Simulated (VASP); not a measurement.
## W9C8: single point with LDA

The system is W9C8, a slab with vacuum.

```
W C
1.0
     5.79800    0.00000    0.00000
    -2.89900    5.02121    0.00000
     0.00000    0.00000   16.24560
W C
9 8
Direct
  0.00000 0.00000 0.06156
  0.99918 0.00082 0.23539
  0.00000 0.50000 0.06156
  0.99919 0.49838 0.23539
  0.50000 0.00000 0.06156
  0.50166 0.00083 0.23540
  0.50000 0.50000 0.06156
  0.50000 0.50000 0.22540
  0.50003 0.50002 0.37999
  0.33186 0.16372 0.14195
  0.34104 0.18207 0.31410
  0.33186 0.66814 0.14195
  0.34105 0.65902 0.31407
  0.83327 0.16662 0.14419
  0.83340 0.16673 0.30507
  0.83627 0.66814 0.14194
  0.81802 0.65903 0.31403
```

* Program: VASP 6.6.1
* Task: single point
* Functional: LDA
* Potentials or basis: VASP PAW LDA potentials, release 64 (W_sv, C)
* Cutoff: 520 eV
* k mesh: 4 × 4 × 1
* Occupations: gaussian, width 0.1 eV
* Spin: no spin polarisation

| Quantity | Value |
| --- | --- |
| Largest force | 1.130 eV/Å |
| Band gap on the k mesh | zero (bands 79 and 80 overlap by 0.56 eV) |

Forces in eV/Å, atoms in the order of the input:
```
W    0.057 -0.033  0.194
W    0.049 -0.024 -0.016
W    0.000  0.066  0.194
W    0.002  0.054 -0.017
W   -0.058 -0.034  0.195
W   -0.050 -0.027 -0.017
W   -0.001 -0.001 -1.130
W    0.000  0.000 -0.063
W    0.004  0.006  0.317
C    0.000 -0.015  0.017
C   -0.001 -0.110  0.035
C   -0.013  0.007  0.017
C   -0.092  0.052  0.041
C    0.002  0.002  0.003
C    0.000 -0.001  0.161
C    0.013  0.007  0.018
C    0.088  0.050  0.051
```

Levels at points of the mesh, in eV from the Fermi level:
```
           k point  band 77  band 78  band 79  band 80  band 81  band 82
(0.00, 0.00, 0.00)     0.01     0.01     0.47     0.55     0.55     0.96
(0.50, 0.00, 0.00)    -0.91    -0.67    -0.57    -0.09     0.37     0.72
(0.00, 0.50, 0.00)    -0.91    -0.67    -0.57    -0.09     0.37     0.72
(0.50, 0.50, 0.00)    -0.91    -0.67    -0.57    -0.09     0.37     0.72
```

Run time: 17 min on 1 thread of Intel(R) Xeon(R) Platinum 8488C (Sapphire Rapids) (shared host), peak memory 0.58 GiB.

Caveat: spin-orbit coupling is left out, which moves the levels of the heavy elements.
